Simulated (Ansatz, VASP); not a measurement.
MgS in VASP and in Ansatz

The input INCAR:

```
  ALGO = Normal
  EDIFF = 1E-6
  ENCUT = 520
  GGA = PS
  ISIF = 2
  ISMEAR = -1
  LASPH = True
  LCHARG = True
  LELF = True
  LREAL = False
  LVHAR = True
  LWAVE = False
  NBANDS = 11
  NELM = 100
  PREC = Accurate
  SIGMA = 0.03
```

KPOINTS

```
k-points
0
Gamma
  5 5 5
```

Contents of POSCAR:

```
MgS
1.0
    0.0000000000      2.6016500000      2.6016500000
    2.6016500000      0.0000000000      2.6016500000
    2.6016500000      2.6016500000      0.0000000000
S Mg
1 1
Direct
    0.5000000000      0.5000000000      0.5000000000
    0.0000000000      0.0000000000      0.0000000000
```

input.yaml

```yaml
crystal:
  lattice:
    - [0.0, 2.60165, 2.60165]
    - [2.60165, 0.0, 2.60165]
    - [2.60165, 2.60165, 0.0]
  atoms:
    - { symbol: S, position: [0.5, 0.5, 0.5] }
    - { symbol: Mg, position: [0.0, 0.0, 0.0] }
kpoints:
  mp_grid: { grid: [5, 5, 5] }
scf:
  occupations: { method: fermi_dirac, width: 0.03 }
hamiltonian:
  xc: pbesol
  pseudopotentials: { kind: all_electron, lapw: { basis_error: 0.001 } }
output:
  forces: true
  stress: true
  eigenvalues: true
```

Alike in both runs: task single point; functional PBEsol; k mesh 5 × 5 × 5; occupations fermi-dirac, width 0.03 eV; no spin polarisation.

|  | VASP | Ansatz |
| --- | --- | --- |
| version | VASP 6.6.1 | Ansatz 0.2.0 |
| potentials or method | VASP PAW PBE potentials, release 64 (S, Mg), cutoff 520 eV | all-electron LAPW, scalar-relativistic |

```csv
,VASP,Ansatz,Ansatz less VASP
gap on the k mesh at the Fermi level (eV),3.11,3.11,-0.001
least direct gap on the mesh (eV),3.59,3.59,+0.002
pressure (GPa),-1.0,-0.9,+0.19
```

VASP's potentials were made for PBE, not for PBEsol. Ansatz ran all-electron here, and VASP with PAW potentials.
